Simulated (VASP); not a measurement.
Here is a VASP 6.6.1 calculation.

Contents of POSCAR:

```
Be2As3P
1.0
    2.6933236939      1.5549911614      4.2404929869
   -2.6933236939      1.5549911614      4.2404929869
    0.0000000000     -3.1099823177      4.2404929888
Be As P
2 3 1
Direct
    0.4140183980      0.4140183980      0.4140183980
    0.5859816020      0.5859816020      0.5859816020
    0.0000000000      0.0000000000      0.5000000000
    0.0000000000      0.5000000000      0.0000000000
    0.5000000000      0.0000000000      0.0000000000
    0.0000000000      0.0000000000      0.0000000000
```

INCAR.step1

```
PREC     = Accurate       # precision mode
ENCUT    = 520            # plane-wave cutoff, eV
ISMEAR   = -1             # smearing method
SIGMA    = 0.03           # smearing width, eV
LREAL    = False          # projectors in reciprocal space
LASPH    = True           # aspherical terms in the spheres
NELM     = 60             # most SCF steps
NBANDS   = 21             # bands
GGA      = PE             # functional
ALGO     = Normal         # electronic algorithm
EDIFF    = 1E-4           # SCF threshold, eV
LWAVE    = True           # write WAVECAR
LCHARG   = False          # write CHGCAR
```

Contents of INCAR.step2:

```
PREC     = Accurate       # precision mode
ENCUT    = 520            # plane-wave cutoff, eV
EDIFF    = 1E-6           # SCF threshold, eV
ISMEAR   = -1             # smearing method
SIGMA    = 0.03           # smearing width, eV
LREAL    = False          # projectors in reciprocal space
LASPH    = True           # aspherical terms in the spheres
NELM     = 60             # most SCF steps
ALGO     = Normal         # electronic algorithm
ISIF     = 2              # what is computed and relaxed
LWAVE    = False          # write WAVECAR
LCHARG   = True           # write CHGCAR
METAGGA  = R2SCAN         # meta-GGA
LMIXTAU  = True         
LUSE_VDW = True         
IVDW_NL  = 2            
BPARAM   = 11.95        
CPARAM   = 0.0093       
LELF     = True           # ELF
LVHAR    = True         
NBANDS   = 21             # bands
ISTART   = 1
```

KPOINTS

```
Automatic mesh
0
Gamma
  6 6 6
```

Potentials or basis: VASP PAW PBE potentials, release 64 (Be, As, P).

The run is started by

```console
$ cat potpaw_PBE.64/Be/POTCAR potpaw_PBE.64/As/POTCAR potpaw_PBE.64/P/POTCAR > POTCAR
$ cp INCAR.step1 INCAR
$ mpirun -np 1 vasp_std > vasp.out
$ cp INCAR.step2 INCAR
$ mpirun -np 1 vasp_std > vasp.out
```

Task: Estimate the band gap on the k mesh.

Result: Zero (bands 12 and 13 overlap by 1.98 eV).

Task: What does it give for the pressure?

Result: 0.1 GPa.

Stress tensor (GPa, compression positive):
```
0.17 0.00 0.00
0.00 0.17 0.00
0.00 0.00 0.04
```

Caveat: the PAW data sets were made with another functional, which shifts forces and pressure a little.
